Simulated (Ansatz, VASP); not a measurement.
Two plane-wave programs on Al4Cl

```
Al Cl
1.0
     4.31096   -2.51090    0.00000
     4.31096    2.51090    0.00000
     0.00000    0.00000    5.21134
Al Cl
4 1
Cartesian
  5.7587 0.0000 1.2916
  2.8632 0.0000 1.2916
  5.7587 0.0000 3.9197
  2.8632 0.0000 3.9197
  0.0000 0.0000 2.6057
```

Alike in both runs: functional PBE; k mesh 4 × 4 × 4; occupations gaussian, width 0.1 eV; no spin polarisation.

Ansatz relaxed the structure, and its values are those at the end. VASP's run is a single point on that final structure, the one shown.

|  | VASP | Ansatz |
| --- | --- | --- |
| version | VASP 6.6.1 | Ansatz 0.2.0 |
| potentials or method | VASP PAW PBE potentials, release 64 (Al, Cl), cutoff 520 eV | scalar-relativistic, plane waves, PAW |
| valence electrons in the cell | 19 | 19 |

|  | VASP | Ansatz | Ansatz less VASP |
| --- | --- | --- | --- |
| gap on the k mesh at the Fermi level (eV) | none | none | - |
| pressure (GPa) | 0.1 | 0.1 | +0.03 |
| rms of the force components (eV/Å) | 0.019 | 0.019 | -0.0001 |

A gap of «none» marks a metal or a gap that the smearing closes. The functional is the same, so the differences come from potentials, cutoffs and numerics.

The k mesh is coarse, so the values compare programs but aren't converged.
